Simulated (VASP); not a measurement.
Here is a VASP 6.6.1 calculation.

The input INCAR:

```
SYSTEM = H11C2NO4
  PREC = Accurate
  ENCUT = 1000
  EDIFF = 1E-6
  ISMEAR = -1
  SIGMA = 0.02
  LREAL = Auto
  LASPH = .True.
  NELM = 120
  ALGO = Normal
  ISIF = 2
  LWAVE = .False.
  LCHARG = .False.
  GGA = PE
  IVDW = 12
  NBANDS = 39
  GGA_COMPAT = .False.
```

KPOINTS

```
Automatic mesh
0
Gamma
  1 1 1
  0 0 0
```

The input POSCAR:

```
H11C2NO4
1.0
    5.9154820000      0.0000000000      0.0000000000
    0.0000000000      5.9154820000      0.0000000000
    0.0000000000      0.0000000000      5.9154820000
O H C N
4 11 2 1
Direct
    0.6814688683      0.4236983431      0.8923393842
    0.0677036314      0.9851571786      0.8630709865
    0.6668616805      0.2520717047      0.3696156526
    0.0651293169      0.3746381843      0.1459837584
    0.5853089695      0.3897688428      1.0218929396
    0.6423113134      0.5785659569      0.8456168184
    0.1285597555      0.8333955955      0.8812847035
   -0.0916858560      0.9594587103      0.8240288913
    0.8243832758      0.2925147841      0.3315430143
    0.6531089154      0.2821458099      0.5308971796
   -0.0614445284      0.4156792706      0.0422351159
    0.1148201270      0.2324851915      0.0756602871
    0.2704321295      0.6526508468      0.3303146328
    0.2102016332      0.9485938289      0.3626892695
    0.4481533348      0.8610981824      0.1982221999
    0.3453146426      0.8219109793      0.3489765246
    0.4862050368      0.8340199352      0.5463593067
    0.6004018539      0.8424862553      0.7059759351
```

Potentials or basis: VASP PAW PBE potentials, release 64 (O_h, H_h, C_h, N_h).

Command:

```bash
$ cat potpaw_PBE.64/O_h/POTCAR potpaw_PBE.64/H_h/POTCAR potpaw_PBE.64/C_h/POTCAR potpaw_PBE.64/N_h/POTCAR > POTCAR
$ mpirun -np 1 vasp_gam > vasp.out
```

Predict the pressure.

-0.5 GPa.

What does it give for the largest force?

0.251 eV/Å.

Estimate the dispersion energy per atom.

-0.037 eV.

Forces in eV/Å, atoms in the order of the input:
```
O   -0.017  0.008  0.004
O   -0.096 -0.228 -0.046
O    0.087  0.091  0.080
O   -0.063 -0.030 -0.213
H    0.011 -0.035  0.017
H    0.025 -0.012  0.001
H   -0.026  0.146  0.018
H    0.104  0.059  0.063
H   -0.073 -0.079 -0.008
H    0.017 -0.016 -0.055
H    0.140 -0.006  0.144
H   -0.070  0.044  0.022
H    0.022  0.005 -0.007
H   -0.005  0.018 -0.010
H   -0.013  0.000  0.002
C    0.019  0.001  0.013
C   -0.050 -0.017 -0.032
N   -0.012  0.049  0.007
```

Caveat: the k points lie up to 1.06 Å⁻¹ apart, too coarse for converged energies, forces and pressures.
